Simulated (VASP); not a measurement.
# Al (I4/mmm) in VASP: notebook

The runs below take Al through single point, with PBEsol.

Program: VASP 6.6.1. These are calculated values, not measurements. Logs are shortened: lines on timing, memory, paths and dates and some standing lists are left out, and cuts for length are marked.

## Step 1: The cell of the first run

Symmetry: I4/mmm, No. 139, tetragonal system. The conventional cell has a = 3.226 Å, b = 3.226 Å, c = 3.097 Å, α = 90.00°, β = 90.00°, γ = 90.00°. Al (site symmetry 4/mmm) has 14 Al at 2.76 to 3.23 Å within 3.6 Å.

## Step 2: Single point, PBEsol

INCAR

```
SYSTEM = Al
PREC = Accurate
ENCUT = 520
EDIFF = 1E-7
ISMEAR = 0
SIGMA = 0.15
LREAL = .False.
LASPH = .True.
NELM = 60
ALGO = Fast
ISIF = 2
LWAVE = .False.
LCHARG = .True.
GGA = PS
LELF = .True.
LVHAR = .True.
NBANDS = 8
```

KPOINTS

```
Automatic mesh
0
Gamma
  24 24 24
  0 0 0
```

POSCAR

```
Al
1.0
   -1.6130189153      1.6130189153      1.5484981587
    1.6130189153     -1.6130189153      1.5484981587
    1.6130189153      1.6130189153     -1.5484981587
Al
1
Direct
    0.0000000000      0.0000000000      0.0000000000
```

Potentials or basis: VASP PAW PBE potentials, release 64 (Al).

The run is started by

```bash
$ cat potpaw_PBE.64/Al/POTCAR > POTCAR
$ mpirun -np 1 vasp_std > vasp.out
```

OUTCAR:

```text
SYSTEM = Al
   PREC = Accurate
   ENCUT = 520
   EDIFF = 1E-7
   ISMEAR = 0
   LREAL = .False.
   LASPH = .True.
   NELM = 60
   ISIF = 2
   GGA = PS

 ion  position               nearest neighbor table
   1  0.000  0.000  0.000-

  LATTYP: Found a body centered tetragonal cell.
 ALAT       =     3.2260378306
 C/A-ratio  =     0.9600000000

  Lattice vectors:

 A1 = (  -1.6130189153,   1.6130189153,   1.5484981587)
 A2 = (   1.6130189153,  -1.6130189153,   1.5484981587)
 A3 = (   1.6130189153,   1.6130189153,  -1.5484981587)

Analysis of symmetry for initial positions (statically):
=====================================================================
 Subroutine PRICEL returns:
 Original cell was already a primitive cell.

 Routine SETGRP: Setting up the symmetry group for a
 body centered tetragonal supercell.

 Subroutine GETGRP returns: Found 16 space group operations
 (whereof 16 operations were pure point group operations)
 out of a pool of 16 trial point group operations.

The static configuration has the point symmetry D_4h.

Analysis of symmetry for dynamics (positions and initial velocities):
=====================================================================
 Subroutine PRICEL returns:
 Original cell was already a primitive cell.

 Routine SETGRP: Setting up the symmetry group for a
 body centered tetragonal supercell.

 Subroutine GETGRP returns: Found 16 space group operations
 (whereof 16 operations were pure point group operations)
 out of a pool of 16 trial point group operations.

The dynamic configuration has the point symmetry D_4h.

 Subroutine INISYM returns: Found 16 space group operations
 (whereof 16 operations are pure point group operations),
 and found     1 'primitive' translations

----------------------------------------------------------------------------------------

                                     Primitive cell

  volume of cell :      16.1157

  direct lattice vectors                    reciprocal lattice vectors
    -1.613018915  1.613018915  1.548498159     0.000000000  0.309977766  0.322893506
     1.613018915 -1.613018915  1.548498159     0.309977766  0.000000000  0.322893506
     1.613018915  1.613018915 -1.548498159     0.309977766  0.309977766  0.000000000

  length of vectors
     2.757082986  2.757082986  2.757082986     0.447600751  0.447600751  0.438374761

  position of ions in fractional coordinates (direct lattice)
     0.000000000  0.000000000  0.000000000

  ion indices of the primitive-cell ions
[... 78 lines left out ...]
   IBRION =     -1    ionic relax: 0-MD 1-quasi-New 2-CG
   NFREE  =      0    steps in history (QN), initial steepest desc. (CG)
   ISIF   =      2    stress and relaxation
   ISYM   =      2    0-nonsym 1-usesym 2-fastsym
   POTIM  = 0.5000    time-step for ionic-motion
   TEBEG  =    0.0;   TEEND  =   0.0 temperature during run
   PSTRESS=    0.0 pullay stress
   NELECT =       3.0000    total number of electrons
   NUPDOWN=      -1.0000    fix difference up-down
   EMIN   =  10.00;   EMAX   =-10.00  energy-range for DOS
   EFERMI =   0.00;   METHOD = LEGACY
   ISMEAR =     0;   SIGMA  =   0.15  broadening in eV -4-tet -1-fermi 0-gaus
   EFERMI_NEDOS =   21; number of points for ismear=-14 and -15
   IALGO  =     68    algorithm
   IMIX   =      4    mixing-type and parameters
     AMIX     =   0.40;   BMIX     =  1.00
     AMIX_MAG =   1.60;   BMIX_MAG =  1.00
  volume/ion in A,a.u.               =      16.12       108.75
  Fermi-wavevector in a.u.,A,eV,Ry     =   0.934757  1.766435 11.888371  0.873771
  Thomas-Fermi vector in A             =   2.061595
   LORBIT       =      0    0 simple, 1 ext, 2 COOP (PROOUT), +10 PAW based schemes
   GGA     = PS    functional components
   LHFCALC =     F    Hartree Fock is set to
   AEXX    =    0.0000 exact exchange contribution
   IVDW    =     0    specifies the selected vdW correction
   LEPSILON=     F    determine dielectric tensor
   LRPA    =     F    only Hartree local field effects (RPA)
 non-spin polarized calculation
 RMM-DIIS sequential band-by-band and
 Gauss-broadening in eV      SIGMA  =   0.15
  energy-cutoff  :      520.00
  volume of cell :       16.12
 maximum number of plane-waves:       450
 NGX is ok and might be reduce to    24
   NGX = 11   NGY = 11   NGZ = 11

 number of electron       3.0000000 magnetization

 Free energy of the ion-electron system (eV)
  ---------------------------------------------------
  ext. energy  EPLUGINS =         0.00000000
  ---------------------------------------------------
  free energy    TOTEN  =        -3.99522616 eV

  energy without entropy =       -3.99067780  energy(sigma->0) =       -3.99295198

 E-fermi :   8.1999     XC(G=0): -10.3467

 val. band max:        8.1985196988   @ k =   0.2917   0.2500   0.0833
 cond. band min:       8.2087378740   @ k =   0.5000   0.5000   0.4167
 fundamental gap:      0.0102181753
 Fermi energy:         8.1999253425

 k-point     1 :       0.0000    0.0000    0.0000
  band No.  band energies     occupation
      1      -3.0919      2.00000
      2      20.9514      0.00000
      3      21.9370      0.00000
      4      21.9370      0.00000
      5      22.9954      0.00000
      6      22.9954      0.00000
      7      23.5470      0.00000
      8      24.0721      0.00000
[... 243 lines left out ...]
 k-point    24 :       0.4583    0.0417    0.0000
  band No.  band energies     occupation
      1       3.5656      2.00000
      2       4.8413      2.00000
      3      15.3517      0.00000
      4      16.4270      0.00000
      5      18.4082      0.00000
      6      20.1501      0.00000
      7      28.5891      0.00000
      8      30.9079      0.00000

 [... further k-points ...]

------------------------ aborting loop because EDIFF is reached ----------------------------------------

  FORCE on cell =-STRESS in cart. coord.  units (eV):
  Direction    XX          YY          ZZ          XY          YZ          ZX
  --------------------------------------------------------------------------------------
  -------------------------------------------------------------------------------------
  Total        0.2702957      0.2702957      0.1454842      0.0000000      0.0000000      0.0000000
  in kB       26.8720118     26.8720118     14.4636176      0.0000000      0.0000000      0.0000000
  external PRESSURE =      22.7358804 kB  Pullay stress =       0.0000000 kB

 VOLUME and BASIS-vectors are now :
 -----------------------------------------------------------------------------
  energy-cutoff  :      520.00
  volume of cell :       16.12
      direct lattice vectors                 reciprocal lattice vectors
    -1.613018915  1.613018915  1.548498159     0.000000000  0.309977766  0.322893506
     1.613018915 -1.613018915  1.548498159     0.309977766  0.000000000  0.322893506
     1.613018915  1.613018915 -1.548498159     0.309977766  0.309977766  0.000000000

 POSITION                                       TOTAL-FORCE (eV/Angst)
 -----------------------------------------------------------------------------------
      0.00000      0.00000      0.00000         0.000000      0.000000      0.000000
 -----------------------------------------------------------------------------------
    total drift:                                0.000000      0.000000      0.000000

  FREE ENERGIE OF THE ION-ELECTRON SYSTEM (eV)
  ---------------------------------------------------
  free  energy   TOTEN  =        -3.9952261575 eV

  energy  without entropy=       -3.9906778015  energy(sigma->0) =       -3.99295198
```

OSZICAR:

```text
N       E                     dE             d eps       ncg     rms          rms(c)
DAV:   1    -0.262552424561E+01   -0.26255E+01   -0.85341E+02 17096   0.203E+02
DAV:   2    -0.401791848936E+01   -0.13924E+01   -0.13506E+01 23752   0.188E+01
DAV:   3    -0.402519770016E+01   -0.72792E-02   -0.72699E-02 20704   0.149E+00
DAV:   4    -0.402521755373E+01   -0.19854E-04   -0.19854E-04 25240   0.699E-02
DAV:   5    -0.402521761442E+01   -0.60699E-07   -0.60677E-07 21184   0.262E-03    0.139E+00
RMM:   6    -0.400710919601E+01    0.18108E-01   -0.15972E-03 17009   0.192E-01    0.794E-01
RMM:   7    -0.399520747808E+01    0.11902E-01   -0.46249E-03 19793   0.321E-01    0.133E-01
RMM:   8    -0.399522362063E+01   -0.16143E-04   -0.26283E-04 18738   0.965E-02    0.305E-02
RMM:   9    -0.399522808359E+01   -0.44630E-05   -0.35961E-05 19053   0.380E-02    0.175E-02
RMM:  10    -0.399522595255E+01    0.21310E-05   -0.47895E-06 19612   0.129E-02    0.462E-02
RMM:  11    -0.399522640436E+01   -0.45181E-06   -0.96380E-07 19242   0.580E-03    0.125E-02
RMM:  12    -0.399522617827E+01    0.22609E-06   -0.18664E-07 17455   0.244E-03    0.359E-03
RMM:  13    -0.399522615748E+01    0.20782E-07   -0.45479E-08 13818   0.126E-03
   1 F= -.39952262E+01 E0= -.39929520E+01  d E =-.454836E-02
```

Run time: 3 min. Hardware: 1 thread of Intel Xeon 8259CL, shared host; peak memory 0.23 GiB.

Results:

```
Free energy            : -3.9952 eV
Pressure               : 2.3 GPa
Band gap on the k mesh : zero (an odd number of electrons rules out a gap without spin polarisation)
```

Levels at points of the mesh, in eV from the Fermi level:
```csv
k point,band 1,band 2,band 3,band 4
"(0.00, 0.00, 0.00)",-11.29,12.75,13.74,13.74
"(0.50, 0.00, 0.00)",-4.34,-3.75,8.03,8.09
"(0.50, 0.50, 0.00)",-4.54,-4.14,8.89,8.92
"(0.50, 0.50, 0.50)",1.53,1.53,2.70,2.72
```

Caveat: the PAW data sets were made with another functional, which shifts forces and pressure a little.

## Step 3: Single point, PBEsol

INCAR

```
PREC = Accurate
ENCUT = 520
EDIFF = 1E-7
ISMEAR = 0
SIGMA = 0.15
LREAL = F
LASPH = T
NELM = 100
ALGO = Normal
ISIF = 2
LWAVE = F
LCHARG = F
GGA = PS
NBANDS = 8
```

KPOINTS

```
regular mesh
0
Gamma
  24 24 24
```

POSCAR

```
Al
1.0
   -1.5655493837      1.5655493837      1.6438268529
    1.5655493837     -1.5655493837      1.6438268529
    1.5655493837      1.5655493837     -1.6438268529
Al
1
Direct
    0.0000000000      0.0000000000      0.0000000000
```

Potentials or basis: VASP PAW PBE potentials, release 64 (Al).

The run is started by

```bash
$ cat potpaw_PBE.64/Al/POTCAR > POTCAR
$ mpirun -np 1 vasp_std > vasp.out
```

Run time: 2.2 min. Hardware: 1 thread of Intel Xeon 8259CL, shared host; peak memory 0.23 GiB.

The run converged. Its results:

- Free energy: -3.9966 eV
- Pressure: 2.2 GPa
- Band gap on the k mesh: zero (an odd number of electrons rules out a gap without spin polarisation)

Stress tensor (GPa, compression positive):
```
1.42 0.00 0.00
0.00 1.42 0.00
0.00 0.00 3.73
```

Levels at points of the mesh, in eV from the Fermi level:
```
           k point  band 1  band 2  band 3  band 4  band 5
(0.00, 0.00, 0.00)  -11.29   13.04   13.04   14.17   14.72
(0.50, 0.00, 0.00)   -4.49   -4.03    8.67    8.67   10.54
(0.50, 0.50, 0.00)   -4.24   -3.58    7.66    7.74    9.36
(0.50, 0.50, 0.50)    1.02    2.37    2.37    2.51    3.21
```

Caveat: the PAW data sets were made with another functional, which shifts forces and pressure a little.
